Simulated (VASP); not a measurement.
Wanted: the native input for a VASP 6.6.1 run.

| Quantity | Value |
| --- | --- |
| Task | single point |
| Functional | PBE |
| Potentials or basis | VASP PAW PBE potentials, release 64 (Nb_sv, W_sv, C) |
| Cutoff | 600 eV |
| k mesh | 5 × 5 × 2 |
| Occupations | gaussian, width 0.2 eV |
| Spin | no spin polarisation |
| Dipole correction | no |
| Further INCAR settings | ALGO = Normal; EDIFF = 1e-06; NBANDS = 44 |

The structure of Nb3WC4 lies in POSCAR:

```
Nb3WC4
1.0
    3.0678494720      0.0000000000      0.0000000000
   -1.5339247360      2.6568355777      0.0000000000
    0.0000000000      0.0000000000     10.8140025850
Nb W C
3 1 4
Direct
    0.6666666667      0.3333333333      0.5000000000
    0.3333333333      0.6666666667      0.2523999165
    0.3333333333      0.6666666667      0.7476000835
    0.6666666667      0.3333333333      0.0000000000
    0.0000000000      0.0000000000      0.1191061766
    0.0000000000      0.0000000000      0.6259562819
    0.0000000000      0.0000000000      0.3740437181
    0.0000000000      0.0000000000      0.8808938234
```

The cell was built from a structure type or drawn by symmetry, and may not be a known phase.

These files were run (other wordings do the same):

INCAR

```
PREC     = Accurate       # precision mode
ENCUT    = 600            # plane-wave cutoff, eV
EDIFF    = 1E-6           # SCF threshold, eV
ISMEAR   = 0              # smearing method
SIGMA    = 0.2            # smearing width, eV
LREAL    = F              # projectors in reciprocal space
LASPH    = T              # aspherical terms in the spheres
NELM     = 120            # most SCF steps
ALGO     = Normal         # electronic algorithm
ISIF     = 2              # what is computed and relaxed
LWAVE    = F              # write WAVECAR
LCHARG   = T              # write CHGCAR
GGA      = PE             # functional
LELF     = T              # ELF
LVHAR    = T            
NBANDS   = 44             # bands
GGA_COMPAT= F
```

KPOINTS

```
Automatic mesh
0
Gamma
  5 5 2
```

Potentials or basis: VASP PAW PBE potentials, release 64 (Nb_sv, W_sv, C).

Launch:

```bash
$ cat potpaw_PBE.64/Nb_sv/POTCAR potpaw_PBE.64/W_sv/POTCAR potpaw_PBE.64/C/POTCAR > POTCAR
$ mpirun -np 1 vasp_std > vasp.out
```

It gave:

```
Pressure               : -0.1 GPa
Largest force          : 0.060 eV/Å
Band gap on the k mesh : zero (an odd number of electrons rules out a gap without spin polarisation)
```

Caveat: the k points lie up to 0.47 Å⁻¹ apart, too coarse for converged energies and pressures of a metal; spin-orbit coupling is left out, which moves the levels of the heavy elements.

It took 3.2 min on 1 thread of AMD EPYC 7R13, with other jobs on the host, peak memory 0.24 GiB.
